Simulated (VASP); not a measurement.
Runs of VASP 6.6.1 on GaAs. The structure is that of space group F-43m (No. 216), or close to it. The cells are those of the table. 

```csv
task,level,potentials or basis,spin,cell,cutoff (eV),gap on the mesh (eV),pressure (GPa),relaxed volume (Å³/atom)
relaxation of cell and atoms,LDA,"VASP PAW LDA potentials, release 64 (Ga_d, As)",off,"relaxed from a = 4.062 Å, angles 60.0°, 2 atoms",600,(b),0.0,22.09
relaxation of cell and atoms,r2SCAN,"VASP PAW PBE potentials, release 64 (Ga_d, As)",off,"relaxed from a = 4.062 Å, angles 60.0°, 2 atoms",600,0.93,0.0,22.77
relaxation of cell and atoms,PBEsol,"VASP PAW PBE potentials, release 64 (Ga_d, As)",off,"relaxed from a = 4.062 Å, angles 60.0°, 2 atoms",600,0.42,0.0,(a)
single point,PBE,"VASP PAW PBE potentials, release 64 (Ga_d, As)","non-collinear, zero start, SOC","a = 4.007 Å, angles 60.0°, 2 atoms",520,-,2.9,-
```

Alike in all rows: k mesh 8 × 8 × 8; smearing fermi-dirac 0.02 eV.

**Question.** Estimate the missing entries.

**Answer.** (a) 22.69; (b) 0.50.

Caveats: the PAW data sets were made with another functional, which shifts forces and pressure a little (at least some runs).

A k mesh can miss the band edges, and rows without SOC leave out spin-orbit coupling on As, Ga.
